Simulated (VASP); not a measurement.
Input of a VASP 6.6.1 run:

The input POSCAR:

```
LiF
1.0
    2.0148472151      2.0148472151      0.0000000000
   -2.0148472151      2.0148472151      0.0000000000
    0.0000000000      2.0148472151      1.9829288434
Li F
1 1
Direct
    0.0000000000      0.0000000000      0.0000000000
    0.5000000000      0.5000000000      0.0000000000
```

INCAR.step1

```
PREC = Accurate ; ENCUT = 520
ISMEAR = 0 ; SIGMA = 0.01
LREAL = F ; LASPH = T
NELM = 80 ; NBANDS = 12
GGA = PE ; ALGO = Normal
EDIFF = 1E-4 ; LWAVE = T
LCHARG = F
```

INCAR.step2

```
PREC = Accurate ; ENCUT = 520
EDIFF = 1E-6 ; ISMEAR = 0
SIGMA = 0.01 ; LREAL = F
LASPH = T ; NELM = 80
ALGO = Normal ; ISIF = 2
LWAVE = F ; LCHARG = T
METAGGA = R2SCAN ; LMIXTAU = T
LELF = T ; LVHAR = T
NBANDS = 12 ; ISTART = 1
```

File KPOINTS:

```
regular mesh
0
Gamma
  10 10 10
```

Potentials or basis: VASP PAW PBE potentials, release 64 (Li_sv, F).

Launch:

```console
$ cat potpaw_PBE.64/Li_sv/POTCAR potpaw_PBE.64/F/POTCAR > POTCAR
$ cp INCAR.step1 INCAR
$ mpirun -np 1 vasp_std > vasp.out
$ cp INCAR.step2 INCAR
$ mpirun -np 1 vasp_std > vasp.out
```

(1) What does it give for the band gap on the k mesh?

Answers

(1) 10.40 eV.

Caveat: the cell differs from its parent crystal (in-plane strain +0.01).
